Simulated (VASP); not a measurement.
Crystal: Ti.

```
CELL_PARAMETERS angstrom
-1.64100 1.64100 1.64100
1.64100 -1.64100 1.64100
1.64100 1.64100 -1.64100
ATOMIC_POSITIONS crystal
Ti 0.00000 0.00000 0.00000
```

```yaml
Program: VASP 6.6.1
Task: relaxation of cell and atoms
Functional: r2SCAN
Potentials_or_basis: VASP PAW PBE potentials, release 64 (Ti_sv)
Cutoff: 600 eV
k_mesh: 18 × 18 × 18
Occupations: gaussian, width 0.1 eV
Spin: no spin polarisation
```

At the start: pressure -2.5 GPa; volume 17.68 Å³/atom.

Task: Where does the relaxation end?

Result: Over 10 steps the energy falls by 3.3 meV/atom and the volume is 17.25 Å³/atom (-2.4 %); space group Im-3m (No. 229, to 0.05 Å).

Step by step:
| step | energy change (eV) | largest force (eV/Å) | pressure (GPa) | volume (Å³) |
| --- | --- | --- | --- | --- |
| 1 | 0.0000 | 0.0000 | -2.54 | 17.68 |
| 2 | -0.0015 | 0.0000 | 1.98 | 16.97 |
| 3 | -0.0033 | 0.0000 | 0.28 | 17.26 |
| 4 | -0.0033 | 0.0000 | -0.19 | 17.30 |
| 5 | -0.0033 | 0.0000 | -0.31 | 17.29 |
| 6 | -0.0033 | 0.0000 | -0.19 | 17.27 |
| 7 | -0.0033 | 0.0000 | -0.10 | 17.27 |
| 8 | -0.0033 | 0.0000 | -0.06 | 17.27 |
| 9 | -0.0033 | 0.0000 | -0.06 | 17.26 |
| 10 | -0.0033 | 0.0000 | -0.02 | 17.25 |

Final structure:
```
Ti
1.0
    -1.62761    1.62761    1.62761
     1.62761   -1.62761    1.62761
     1.62761    1.62761   -1.62761
Ti
1
Cartesian
  1.6276 1.6276 -1.6276
```

Caveat: the PAW data sets were made with another functional, which shifts forces and pressure a little.
